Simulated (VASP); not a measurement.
A run of VASP 6.6.1:

INCAR

```
ALGO = Normal
EDIFF = 1E-7
EDIFFG = -0.01
ENCUT = 520
IBRION = 2
ISIF = 2
ISMEAR = -1
LASPH = T
LCHARG = F
LREAL = F
LWAVE = F
NELM = 100
NSW = 50
PREC = Accurate
SIGMA = 0.05
```

File KPOINTS:

```
k-points
0
Gamma
  10 10 10
```

Contents of POSCAR:

```
ScCd
1.0
    3.0545804875      0.0000000000      0.0000000000
    0.0000000000      3.0545804875      0.0000000000
    0.0000000000      0.0000000000      3.0545804875
Sc Cd
1 1
Direct
    0.5000000000      0.5000000000      0.5000000000
    0.0000000000      0.0000000000      0.0000000000
```

Potentials or basis: VASP PAW LDA potentials, release 64 (Sc_sv, Cd).

Command:

```console
$ cat potpaw_LDA.64/Sc_sv/POTCAR potpaw_LDA.64/Cd/POTCAR > POTCAR
$ mpirun -np 1 vasp_std > vasp.out
```

Hardware: 1 thread of Intel(R) Xeon(R) 6975P-C (Granite Rapids), on a shared host.

Task: How long does it take, and how much memory?

Result: Wall time 9.3 s on 1 thread of Intel(R) Xeon(R) 6975P-C (Granite Rapids), on a shared host, peak memory 0.14 GiB. Counts: scf iterations 13, k points 56, ion steps 1.
